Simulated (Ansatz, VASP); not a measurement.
**Two plane-wave programs on KCl**

Contents of INCAR:

```
PREC     = Accurate       # precision mode
ENCUT    = 520            # plane-wave cutoff, eV
EDIFF    = 1E-6           # SCF threshold, eV
ISMEAR   = 0              # smearing method
SIGMA    = 0.05           # smearing width, eV
LREAL    = False          # projectors in reciprocal space
LASPH    = True           # aspherical terms in the spheres
NELM     = 80             # most SCF steps
ALGO     = Normal         # electronic algorithm
ISIF     = 2              # what is computed and relaxed
LWAVE    = False          # write WAVECAR
LCHARG   = False          # write CHGCAR
NBANDS   = 15             # bands
```

KPOINTS

```
Automatic mesh
0
Gamma
  6 6 6
```

File POSCAR:

```
KCl
1.0
    3.6472362000      0.0000000000      0.0000000000
    0.0000000000      3.6472362000      0.0000000000
    0.0000000000      0.0000000000      3.9351759000
K Cl
1 1
Direct
    0.0000000000      0.0000000000      0.0000000000
    0.5000000000      0.5000000000      0.5000000000
```

Input for Ansatz:

```yaml
crystal:
  lattice:
    - [3.6472362, 0.0, 0.0]
    - [0.0, 3.6472362, 0.0]
    - [0.0, 0.0, 3.9351759]
  atoms:
    - { symbol: K, position: [0.0, 0.0, 0.0] }
    - { symbol: Cl, position: [0.5, 0.5, 0.5] }
basis:
  ecutwfc: 420
kpoints:
  mp_grid: { grid: [6, 6, 6] }
hamiltonian:
  xc: lda
scf:
  occupations: { method: gaussian, width: 0.05 }
output:
  forces: true
  stress: true
  eigenvalues: true
```

Change from the starting cell: strain -0.050 along x and y, +0.025 along z, atoms carried along.

Alike in both runs: task single point; functional LDA; k mesh 6 × 6 × 6; occupations gaussian, width 0.05 eV; no spin polarisation.

|  | VASP | Ansatz |
| --- | --- | --- |
| version | VASP 6.6.1 | Ansatz 0.2.0 |
| potentials or method | VASP PAW LDA potentials, release 64 (K_sv, Cl), cutoff 520 eV | scalar-relativistic, plane waves, PAW |
| valence electrons in the cell | 16 | 16 |

Ansatz gave:

- gap on the k mesh at the Fermi level (eV): 4.46
- least direct gap on the mesh (eV): 4.67
- pressure (GPa): -2.0
- traceless stress, the component that is largest in VASP (GPa): -2.33

Task: Estimate VASP's values.

Result: gap on the k mesh at the Fermi level (eV): 4.47; least direct gap on the mesh (eV): 4.68; pressure (GPa): -1.9; traceless stress, the component that is largest in VASP (GPa): -2.32.

LDA's correlation is that of Perdew and Zunger in VASP and of Perdew and Wang (1992) in Ansatz.
